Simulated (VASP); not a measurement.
Input of a VASP 6.6.1 run:

Contents of INCAR:

```
SYSTEM = S
ALGO = Normal ; EDIFF = 1E-6
ENCUT = 520 ; GGA = PE
ISIF = 2 ; ISMEAR = -1
LASPH = .TRUE. ; LCHARG = .FALSE.
LREAL = .FALSE. ; LWAVE = .FALSE.
NBANDS = 9 ; NELM = 60
PREC = Accurate ; SIGMA = 0.1
```

File KPOINTS:

```
k-points
0
G
  16 16 16
  0 0 0
```

POSCAR

```
S
1.0
   -1.5797529500      1.5797529500      1.5797529500
    1.5797529500     -1.5797529500      1.5797529500
    1.5797529500      1.5797529500     -1.5797529500
S
1
Direct
    0.0000000000      0.0000000000      0.0000000000
```

Potentials or basis: VASP PAW PBE potentials, release 64 (S).

Command:

```bash
$ cat potpaw_PBE.64/S/POTCAR > POTCAR
$ mpirun -np 1 vasp_std > vasp.out
```

Task: What does it give for the pressure?

Result: -0.1 GPa.

Task: Estimate the band gap on the k mesh.

Result: Zero (band 3 reaches 10.74 eV, above the bottom of band 4 at 3.42 eV).
